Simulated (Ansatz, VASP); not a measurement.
Two plane-wave programs on SnSe

```
Sn Se
1.0
     0.00000    2.94855    2.94855
     2.94855    0.00000    2.94855
     2.94855    2.94855    0.00000
Sn Se
1 1
Direct
  0.00000 0.00000 0.00000
  0.50000 0.50000 0.50000
```

Alike in both runs: task single point; functional r2SCAN; k mesh 8 × 8 × 8; occupations fermi-dirac, width 0.05 eV; no spin polarisation.

|  | VASP | Ansatz |
| --- | --- | --- |
| version | VASP 6.6.1 | Ansatz 0.2.0 |
| potentials or method | VASP PAW PBE potentials, release 64 (Sn_d, Se) | Ansatz PAW |
| plane-wave cutoff (eV) | 520 | 500 |
| valence electrons in the cell | 20 | 30 |

```csv
,VASP,Ansatz,Ansatz less VASP
gap on the k mesh at the Fermi level (eV),0.72,0.72,0.000
least direct gap on the mesh (eV),0.76,0.76,0.000
pressure (GPa),3.6,3.6,-0.02
```

VASP's potentials were made for PBE, not for r2SCAN. VASP's potentials hold 20 valence electrons a cell and Ansatz's 30, so a difference there can come from the potentials and not from the codes.
